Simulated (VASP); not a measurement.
# Be (P6_3/mmc) in VASP: notebook

The runs below take Be through single point, with PBE.

All numbers are computed with VASP 6.6.1; they aren't measurements. Logs are shortened: lines on timing, memory, paths and dates and some standing lists are left out, and cuts for length are marked.

## 1. The cell of the first run

It takes space group P6_3/mmc (No. 194, hexagonal). The conventional cell has a = 2.205 Å, b = 2.205 Å, c = 3.473 Å, α = 90.00°, β = 90.00°, γ = 120.00°. Within 2.8 Å of Be (site symmetry -6m2) lie 12 Be at 2.15 to 2.21 Å.

## 2. Single point, PBE

INCAR reads:

```
SYSTEM = Be
ALGO = Normal
EDIFF = 1E-7
ENCUT = 520
GGA = PE
ISIF = 2
ISMEAR = -1
LASPH = .TRUE.
LCHARG = .FALSE.
LREAL = .FALSE.
LWAVE = .FALSE.
NBANDS = 9
NELM = 60
PREC = Accurate
SIGMA = 0.08
```

KPOINTS reads:

```
k-points
0
G
  20 20 11
  0 0 0
```

POSCAR reads:

```
Be
1.0
    2.2051340659      0.0000000000      0.0000000000
   -1.1025670329      1.9097021198      0.0000000000
    0.0000000000      0.0000000000      3.4733208880
Be
2
Direct
    0.3333333333      0.6666666667      0.2500000000
    0.6666666667      0.3333333333      0.7500000000
```

Potentials or basis: VASP PAW PBE potentials, release 64 (Be).

Run with:

```console
> cat potpaw_PBE.64/Be/POTCAR > POTCAR
> mpirun -np 1 vasp_std > vasp.out
```

OUTCAR:

```text
SYSTEM = Be
   EDIFF = 1E-7
   ENCUT = 520
   GGA = PE
   ISIF = 2
   ISMEAR = -1
   LASPH = .TRUE.
   LREAL = .FALSE.
   NELM = 60
   PREC = Accurate

 ion  position               nearest neighbor table
   1  0.333  0.667  0.250-   2 2.15   2 2.15   2 2.15   2 2.15   2 2.15   2 2.15
   2  0.667  0.333  0.750-   1 2.15   1 2.15   1 2.15   1 2.15   1 2.15   1 2.15

  LATTYP: Found a hexagonal cell.
 ALAT       =     2.2051340659
 C/A-ratio  =     1.5751064490

  Lattice vectors:

 A1 = (   2.2051340659,   0.0000000000,   0.0000000000)
 A2 = (  -1.1025670329,   1.9097021198,   0.0000000000)
 A3 = (   0.0000000000,   0.0000000000,   3.4733208880)

Analysis of symmetry for initial positions (statically):
=====================================================================
 Subroutine PRICEL returns:
 Original cell was already a primitive cell.

 Routine SETGRP: Setting up the symmetry group for a
 hexagonal supercell.

 Subroutine GETGRP returns: Found 24 space group operations
 (whereof 12 operations were pure point group operations)
 out of a pool of 24 trial point group operations.

The static configuration has the point symmetry D_3d.
 The point group associated with its full space group is D_6h.

Analysis of symmetry for dynamics (positions and initial velocities):
=====================================================================
 Subroutine PRICEL returns:
 Original cell was already a primitive cell.

 Routine SETGRP: Setting up the symmetry group for a
 hexagonal supercell.

 Subroutine GETGRP returns: Found 24 space group operations
 (whereof 12 operations were pure point group operations)
 out of a pool of 24 trial point group operations.

The dynamic configuration has the point symmetry D_3d.
 The point group associated with its full space group is D_6h.

 Subroutine INISYM returns: Found 24 space group operations
 (whereof 12 operations are pure point group operations),
 and found     1 'primitive' translations

----------------------------------------------------------------------------------------

                                     Primitive cell

  volume of cell :      14.6267

  direct lattice vectors                    reciprocal lattice vectors
     2.205134066  0.000000000  0.000000000     0.453487167  0.261820938  0.000000000
    -1.102567033  1.909702120  0.000000000     0.000000000  0.523641876  0.000000000
     0.000000000  0.000000000  3.473320888     0.000000000  0.000000000  0.287908901

  length of vectors
     2.205134066  2.205134066  3.473320888     0.523641876  0.523641876  0.287908901

[... 81 lines left out ...]
   LREAL  =      F    real-space projection
   EDIFFG = 0.1E-05   stopping-criterion for IOM
   NSW    =      0    number of steps for IOM
   IBRION =     -1    ionic relax: 0-MD 1-quasi-New 2-CG
   NFREE  =      0    steps in history (QN), initial steepest desc. (CG)
   ISIF   =      2    stress and relaxation
   ISYM   =      2    0-nonsym 1-usesym 2-fastsym
   POTIM  = 0.5000    time-step for ionic-motion
   TEBEG  =    0.0;   TEEND  =   0.0 temperature during run
   PSTRESS=    0.0 pullay stress
   NELECT =       4.0000    total number of electrons
   NUPDOWN=      -1.0000    fix difference up-down
   EMIN   =  10.00;   EMAX   =-10.00  energy-range for DOS
   EFERMI =   0.00;   METHOD = LEGACY
   ISMEAR =    -1;   SIGMA  =   0.08  broadening in eV -4-tet -1-fermi 0-gaus
   EFERMI_NEDOS =   21; number of points for ismear=-14 and -15
   IALGO  =     38    algorithm
   IMIX   =      4    mixing-type and parameters
     AMIX     =   0.40;   BMIX     =  1.00
     AMIX_MAG =   1.60;   BMIX_MAG =  1.00
  volume/ion in A,a.u.               =       7.31        49.35
  Fermi-wavevector in a.u.,A,eV,Ry     =   1.062624  2.008068 15.363289  1.129170
  Thomas-Fermi vector in A             =   2.198081
   LORBIT       =      0    0 simple, 1 ext, 2 COOP (PROOUT), +10 PAW based schemes
   GGA     = PE    functional components
[... 5 lines left out ...]
 non-spin polarized calculation
  energy-cutoff  :      520.00
  volume of cell :       14.63
 maximum number of plane-waves:       408
   NGX =  9   NGY =  9   NGZ = 13

 number of electron       4.0000000 magnetization

 Free energy of the ion-electron system (eV)
  ---------------------------------------------------
  ext. energy  EPLUGINS =         0.00000000
  ---------------------------------------------------
  free energy    TOTEN  =        -7.49505523 eV

  energy without entropy =       -7.49224617  energy(sigma->0) =       -7.49365070

 E-fermi :   7.6040     XC(G=0): -10.8647

 val. band max:        7.4604816080   @ k =   0.3000   0.2500   0.0000
 cond. band min:       7.6058609825   @ k =   0.3000   0.2000   0.0000
 fundamental gap:      0.1453793745
 Fermi energy:         7.6039747521

 k-point     1 :       0.0000    0.0000    0.0000
  band No.  band energies     occupation
      1      -4.1018      2.00000
      2       2.9505      2.00000
      3       9.0635      0.00000
      4      24.6917      0.00000
      5      24.6917      0.00000
      6      27.6964      0.00000
      7      27.6964      0.00000
      8      29.9575      0.00000
      9      36.1195      0.00000
[... 265 lines left out ...]
 k-point    24 :       0.2500    0.1000    0.0000
  band No.  band energies     occupation
      1      -1.2104      2.00000
      2       6.7931      1.99992
      3       8.8931      0.00000
      4      14.4774      0.00000
      5      17.7056      0.00000
      6      22.2039      0.00000
      7      24.0778      0.00000
      8      26.1884      0.00000
      9      29.7638      0.00000

 [... further k-points ...]

------------------------ aborting loop because EDIFF is reached ----------------------------------------

  FORCE on cell =-STRESS in cart. coord.  units (eV):
  Direction    XX          YY          ZZ          XY          YZ          ZX
  --------------------------------------------------------------------------------------
  -------------------------------------------------------------------------------------
  Total        1.0224263      1.0224263      1.0252153      0.0000000      0.0000000     -0.0000000
  in kB      111.9945947    111.9945947    112.3000992      0.0000000      0.0000000     -0.0000000
  external PRESSURE =     112.0964295 kB  Pullay stress =       0.0000000 kB

 VOLUME and BASIS-vectors are now :
 -----------------------------------------------------------------------------
  energy-cutoff  :      520.00
  volume of cell :       14.63
      direct lattice vectors                 reciprocal lattice vectors
     2.205134066  0.000000000  0.000000000     0.453487167  0.261820938  0.000000000
    -1.102567033  1.909702120  0.000000000     0.000000000  0.523641876  0.000000000
     0.000000000  0.000000000  3.473320888     0.000000000  0.000000000  0.287908901

 POSITION                                       TOTAL-FORCE (eV/Angst)
 -----------------------------------------------------------------------------------
     -0.00000      1.27313      0.86833         0.000000      0.000000      0.000000
      1.10257      0.63657      2.60499        -0.000000     -0.000000      0.000000
 -----------------------------------------------------------------------------------
    total drift:                                0.000000     -0.000000      0.000000

  FREE ENERGIE OF THE ION-ELECTRON SYSTEM (eV)
  ---------------------------------------------------
  free  energy   TOTEN  =        -7.4950552323 eV

  energy  without entropy=       -7.4922461736  energy(sigma->0) =       -7.49365070
```

It took 25 s on 1 thread of Intel Xeon 8259CL, shared host; peak memory 0.14 GiB.

Results:

| Item | Value |
| --- | --- |
| Free energy | -7.4951 eV |
| Pressure | 11.2 GPa |
| Band gap on the k mesh | zero (bands 2 and 3 overlap by 1.48 eV) |

Caveat: the cell stands under pressure.

## 3. Single point, PBE

INCAR, as its differences from that of step 2:

```diff
@@ -2,3 +2,3 @@
 ALGO = Normal
-EDIFF = 1E-7
+EDIFF = 1E-6
 ENCUT = 520
@@ -12,3 +12,3 @@
 NBANDS = 9
-NELM = 60
+NELM = 100
 PREC = Accurate
```

KPOINTS is that of step 2.

POSCAR reads:

```
Be
1.0
    2.2049948215      0.0000000000      0.0000000000
   -1.1024974108      1.9095815306      0.0000000000
    0.0000000000      0.0000000000      3.4730632079
Be
2
Direct
    0.3333333333      0.6666666667      0.2500000000
    0.6666666667      0.3333333333      0.7500000000
```

Potentials or basis: VASP PAW PBE potentials, release 64 (Be).

Run with:

```console
> cat potpaw_PBE.64/Be/POTCAR > POTCAR
> mpirun -np 1 vasp_std > vasp.out
```

OUTCAR:

```text
SYSTEM = Be
   EDIFF = 1E-6
   ENCUT = 520
   GGA = PE
   ISIF = 2
   ISMEAR = -1
   LASPH = .TRUE.
   LREAL = .FALSE.
   NELM = 100
   PREC = Accurate

 ion  position               nearest neighbor table
   1  0.333  0.667  0.250-   2 2.15   2 2.15   2 2.15   2 2.15   2 2.15   2 2.15
   2  0.667  0.333  0.750-   1 2.15   1 2.15   1 2.15   1 2.15   1 2.15   1 2.15

  LATTYP: Found a hexagonal cell.
 ALAT       =     2.2049948215
 C/A-ratio  =     1.5750890542

  Lattice vectors:

 A1 = (   2.2049948215,   0.0000000000,   0.0000000000)
 A2 = (  -1.1024974108,   1.9095815306,   0.0000000000)
 A3 = (   0.0000000000,   0.0000000000,   3.4730632079)

Analysis of symmetry for initial positions (statically):
=====================================================================
 Subroutine PRICEL returns:
 Original cell was already a primitive cell.

 Routine SETGRP: Setting up the symmetry group for a
 hexagonal supercell.

 Subroutine GETGRP returns: Found 24 space group operations
 (whereof 12 operations were pure point group operations)
 out of a pool of 24 trial point group operations.

The static configuration has the point symmetry D_3d.
[... 168 lines left out ...]

 k-point     1 :       0.0000    0.0000    0.0000
  band No.  band energies     occupation
      1      -4.1012      2.00000
      2       2.9515      2.00000
      3       9.0661      0.00000
      4      24.6959      0.00000
      5      24.6959      0.00000
      6      27.7010      0.00000
      7      27.7010      0.00000
      8      29.9631      0.00000
      9      36.1246      0.00000
[... 265 lines left out ...]
 k-point    24 :       0.2500    0.1000    0.0000
  band No.  band energies     occupation
      1      -1.2096      2.00000
      2       6.7947      1.99992
      3       8.8950      0.00000
      4      14.4803      0.00000
      5      17.7089      0.00000
      6      22.2077      0.00000
      7      24.0823      0.00000
      8      26.1932      0.00000
      9      29.7683      0.00000

 [... further k-points ...]

------------------------ aborting loop because EDIFF is reached ----------------------------------------

  FORCE on cell =-STRESS in cart. coord.  units (eV):
  Direction    XX          YY          ZZ          XY          YZ          ZX
  --------------------------------------------------------------------------------------
  -------------------------------------------------------------------------------------
  Total        1.0248973      1.0248973      1.0284363     -0.0000000      0.0000000      0.0000000
  in kB      112.2877674    112.2877674    112.6755023     -0.0000000      0.0000000      0.0000000
  external PRESSURE =     112.4170124 kB  Pullay stress =       0.0000000 kB

 VOLUME and BASIS-vectors are now :
 -----------------------------------------------------------------------------
  energy-cutoff  :      520.00
  volume of cell :       14.62
      direct lattice vectors                 reciprocal lattice vectors
     2.204994822  0.000000000  0.000000000     0.453515804  0.261837472  0.000000000
    -1.102497411  1.909581531  0.000000000     0.000000000  0.523674943  0.000000000
     0.000000000  0.000000000  3.473063208     0.000000000  0.000000000  0.287930262

 POSITION                                       TOTAL-FORCE (eV/Angst)
 -----------------------------------------------------------------------------------
     -0.00000      1.27305      0.86827         0.000000     -0.000000      0.000000
      1.10250      0.63653      2.60480        -0.000000      0.000000      0.000000
 -----------------------------------------------------------------------------------
    total drift:                                0.000000     -0.000000      0.000000

  FREE ENERGIE OF THE ION-ELECTRON SYSTEM (eV)
  ---------------------------------------------------
  free  energy   TOTEN  =        -7.4948497514 eV

  energy  without entropy=       -7.4920410330  energy(sigma->0) =       -7.49344539
```

stdout:

```text
POSCAR found type information on POSCAR Be
 POSCAR found :  1 types and       2 ions
 scaLAPACK will be used
 LDA part: xc-table for (Slater+PW92), standard interpolation
 POSCAR, INCAR and KPOINTS ok, starting setup
 FFT: planning ... GRIDC
 FFT: planning ... GRID_SOFT
 FFT: planning ... GRID
 WAVECAR not read
 entering main loop
```

Run time: 33 s. Hardware: 1 thread of Intel Xeon 8259CL, shared host; peak memory 0.14 GiB.

Results:

| Property | Result |
| --- | --- |
| Free energy | -7.4948 eV |
| Pressure | 11.2 GPa |
| Band gap on the k mesh | zero (bands 2 and 3 overlap by 1.48 eV) |

Levels at points of the mesh, in eV from the Fermi level:
```
           k point  band 1  band 2  band 3  band 4  band 5
(0.00, 0.00, 0.00)  -11.71   -4.65    1.46   17.09   17.09
(0.50, 0.00, 0.00)   -5.23   -3.13    3.91    6.86    7.37
```

Caveat: the cell stands under pressure.
